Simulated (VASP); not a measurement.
Here is a VASP 6.6.1 calculation.

The input INCAR:

```
SYSTEM = WC
PREC = Accurate ; ENCUT = 600
EDIFF = 1E-6 ; ISMEAR = -1
SIGMA = 0.15 ; LREAL = .False.
LASPH = .True. ; NELM = 60
ALGO = Normal ; ISIF = 4
LWAVE = .False. ; LCHARG = .False.
GGA = CA ; IBRION = 2
NSW = 80 ; EDIFFG = -0.001
```

KPOINTS

```
Automatic mesh
0
Gamma
  18 18 14
  0 0 0
```

The input POSCAR:

```
WC
1.0
    2.9037141448      0.0000000000      0.0000000000
   -1.4518570724      2.5146902147      0.0000000000
    0.0000000000      0.0000000000      2.8298875941
W C
1 1
Direct
    0.0000000000      0.0000000000      0.0000000000
    0.6666666667      0.3333333333      0.5000000000
```

Potentials or basis: VASP PAW LDA potentials, release 64 (W_sv, C).

Run with:

```sh
$ cat potpaw_LDA.64/W_sv/POTCAR potpaw_LDA.64/C/POTCAR > POTCAR
$ mpirun -np 1 vasp_std > vasp.out
```

(1) Predict the band gap on the k mesh.

Answers

(1) zero (bands 9 and 10 overlap by 1.22 eV).

Caveat: spin-orbit coupling is left out, which moves the levels of the heavy elements.
